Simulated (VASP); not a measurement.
A run of VASP 6.6.1 is set up as follows.

The input INCAR:

```
SYSTEM = TiO2
PREC = Accurate ; ENCUT = 520
EDIFF = 1E-6 ; ISMEAR = 0
SIGMA = 0.05 ; LREAL = .FALSE.
LASPH = .TRUE. ; NELM = 60
ALGO = Normal ; ISIF = 2
LWAVE = .FALSE. ; LCHARG = .FALSE.
GGA = PE ; NBANDS = 33
```

The input KPOINTS:

```
regular mesh
0
G
  6 6 10
  0 0 0
```

File POSCAR:

```
TiO2
1.0
    4.3184000000      0.0000000000      0.0000000000
    0.0000000000      4.3184000000      0.0000000000
    0.0000000000      0.0000000000      2.9638636879
Ti O
2 4
Direct
    0.0000000000      0.0000000000      0.0000000000
    0.5000000000      0.5000000000      0.5000000000
    0.3050970583      0.3050970583      0.0000000000
    0.1949029417      0.8050970583      0.5000000000
    0.6949029417      0.6949029417      0.0000000000
    0.8050970583      0.1949029417      0.5000000000
```

Potentials or basis: VASP PAW PBE potentials, release 64 (Ti_sv, O).

Launch:

```bash
$ cat potpaw_PBE.64/Ti_sv/POTCAR potpaw_PBE.64/O/POTCAR > POTCAR
$ mpirun -np 1 vasp_std > vasp.out
```

**Question.** Estimate the band gap on the k mesh.

**Answer.** 2.12 eV, direct.

**Question.** What does it give for the largest force?

**Answer.** 0.357 eV/Å.

Forces on the atoms (eV/Å):
```
Ti   0.000  0.000  0.000
Ti   0.000  0.000  0.000
O   -0.253 -0.253  0.000
O    0.253 -0.253  0.000
O    0.253  0.253  0.000
O   -0.253  0.253  0.000
```

A k mesh can miss the band edges. Expect the measured gap to be larger: semilocal functionals such as PBE lack the derivative discontinuity.
